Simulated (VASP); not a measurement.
Here is a VASP 6.6.1 calculation.

INCAR

```
ALGO     = Normal         # electronic algorithm
DIPOL    = 0.5 0.5 0.369
EDIFF    = 1E-7           # SCF threshold, eV
ENCUT    = 520            # plane-wave cutoff, eV
GGA      = PE             # functional
IDIPOL   = 3            
ISIF     = 2              # what is computed and relaxed
ISMEAR   = 0              # smearing method
LASPH    = True           # aspherical terms in the spheres
LCHARG   = False          # write CHGCAR
LDIPOL   = True         
LREAL    = False          # projectors in reciprocal space
LWAVE    = False          # write WAVECAR
NBANDS   = 32             # bands
NELM     = 60             # most SCF steps
PREC     = Accurate       # precision mode
SIGMA    = 0.1            # smearing width, eV
```

The input KPOINTS:

```
k-points
0
Gamma
  9 9 1
```

Contents of POSCAR:

```
W3S
1.0
    2.8547213223      0.0000000000      0.0000000000
   -1.4273606611      2.4722611858      0.0000000000
    0.0000000000      0.0000000000     20.1973423488
W S
3 1
Direct
    0.6666666666      0.3333333333      0.1980458583
    0.3333333334      0.6666666667      0.3143385345
    0.0000000000      0.0000000000      0.4306181575
    0.1666666667      0.3333333333      0.5344404429
```

Potentials or basis: VASP PAW PBE potentials, release 64 (W_sv, S).

Launch:

```sh
$ cat potpaw_PBE.64/W_sv/POTCAR potpaw_PBE.64/S/POTCAR > POTCAR
$ mpirun -np 1 vasp_std > vasp.out
```

What does it give for the band gap on the k mesh?

Zero (band 24 reaches 2.32 eV, above the bottom of band 25 at 1.47 eV).

Predict the largest force.

1.039 eV/Å.

Forces on the atoms (eV/Å):
```
W    0.000 -0.022  0.004
W    0.000 -0.112  0.082
W    0.000 -0.905 -0.081
S    0.000  1.039 -0.005
```

Caveat: spin-orbit coupling is left out, which moves the levels of the heavy elements.
